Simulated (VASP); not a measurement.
YHgTe2, 4 atoms in the cell. It takes space group P-3m1 (No. 164, trigonal). Conventional cell: a = 4.523 Å, b = 4.523 Å, c = 7.372 Å, α = 90.00°, β = 90.00°, γ = 120.00°. Y (site symmetry -3m) has 6 Te at 3.11 Å and 2 Hg at 3.69 Å within 4.1 Å. Hg (site symmetry -3m) has 6 Te at 3.29 Å and 2 Y at 3.69 Å within 4.3 Å. Within 4.3 Å of Te (site symmetry 3m) lie 3 Y at 3.11 Å and 3 Hg at 3.29 Å and 3 Te at 4.26 Å. The cell was generated, and may not be a known phase.

```yaml
Program: VASP 6.6.1
Task: relaxation of cell and atoms
Functional: PBE
Potentials_or_basis: VASP PAW PBE potentials, release 64 (Y_sv, Hg, Te)
Cutoff: 600 eV
k_mesh: 12 × 12 × 6
Occupations: gaussian, width 0.1 eV
Spin: no spin polarisation
Dipole_correction: no
Further_INCAR_settings: ALGO = Normal; EDIFF = 1e-06; IBRION = 2; EDIFFG = -0.01; NSW = 100; ISIF = 3
```

Potentials or basis: VASP PAW PBE potentials, release 64 (Y_sv, Hg, Te).

Run with:

```console
$ cat potpaw_PBE.64/Y_sv/POTCAR potpaw_PBE.64/Hg/POTCAR potpaw_PBE.64/Te/POTCAR > POTCAR
$ mpirun -np 1 vasp_std > vasp.out
```

Hardware: 1 thread of Intel Xeon 8259CL, with other jobs on the host.

Problem. How long does it take, and how much memory?

Solution. It took 41 min on 1 thread of Intel Xeon 8259CL, with other jobs on the host, peak memory 0.61 GiB. Counts: scf iterations 64, k points 100, ion steps 10.
